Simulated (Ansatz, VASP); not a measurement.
# SiC in VASP and in Ansatz

Contents of POSCAR:

```
SiC
1.0
    0.0000000000      2.1781449855      2.0692377362
    2.1781449855      0.0000000000      2.0692377362
    2.1781449855      2.1781449855      0.0000000000
Si C
1 1
Direct
    0.0000000000      0.0000000000      0.0000000000
    0.7500000000      0.7500000000      0.7500000000
```

File INCAR.step1:

```
SYSTEM = SiC
ALGO = Normal
EDIFF = 1E-4
ENCUT = 520
GGA = PE
ISMEAR = 0
LASPH = .TRUE.
LCHARG = .FALSE.
LREAL = .FALSE.
LWAVE = .TRUE.
NBANDS = 11
NELM = 100
PREC = Accurate
SIGMA = 0.05
```

INCAR.step2

```
SYSTEM = SiC
ALGO = Normal
EDIFF = 1E-6
ENCUT = 520
ISIF = 2
ISMEAR = 0
ISTART = 1
LASPH = .TRUE.
LCHARG = .FALSE.
LMIXTAU = .TRUE.
LREAL = .FALSE.
LWAVE = .FALSE.
METAGGA = R2SCAN
NBANDS = 11
NELM = 100
PREC = Accurate
SIGMA = 0.05
```

File KPOINTS:

```
k-points
0
G
  10 10 10
  0 0 0
```

Input for Ansatz:

```yaml
crystal:
  lattice:
    - [0.0, 2.1781449855, 2.0692377362]
    - [2.1781449855, 0.0, 2.0692377362]
    - [2.1781449855, 2.1781449855, 0.0]
  atoms:
    - { symbol: Si, position: [0.0, 0.0, 0.0] }
    - { symbol: C, position: [0.75, 0.75, 0.75] }
basis:
  ecutwfc: 500
kpoints:
  mp_grid: { grid: [10, 10, 10] }
hamiltonian:
  xc: r2scan
scf:
  occupations: { method: gaussian, width: 0.05 }
output:
  forces: true
  stress: true
  eigenvalues: true
```

Change from the starting cell: strain +0.000 along x and y, -0.050 along z, atoms carried along.

Alike in both runs: task single point; functional r2SCAN; k mesh 10 × 10 × 10; occupations gaussian, width 0.05 eV; no spin polarisation.

|  | VASP | Ansatz |
| --- | --- | --- |
| version | VASP 6.6.1 | Ansatz 0.2.0 |
| potentials or method | VASP PAW PBE potentials, release 64 (Si, C), cutoff 520 eV | scalar-relativistic, plane waves, PAW |
| valence electrons in the cell | 8 | 8 |

```tsv
	VASP	Ansatz	Ansatz less VASP
gap on the k mesh at the Fermi level (eV)	1.14	1.13	-0.011
least direct gap on the mesh (eV)	5.06	5.05	-0.014
pressure (GPa)	12.4	12.6	+0.23
traceless stress, the component that is largest in VASP (GPa)	8.63	8.58	-0.050
```

VASP's potentials were made for PBE, not for r2SCAN. With one functional, cell and mesh, what is left measures potentials, basis and numerics.
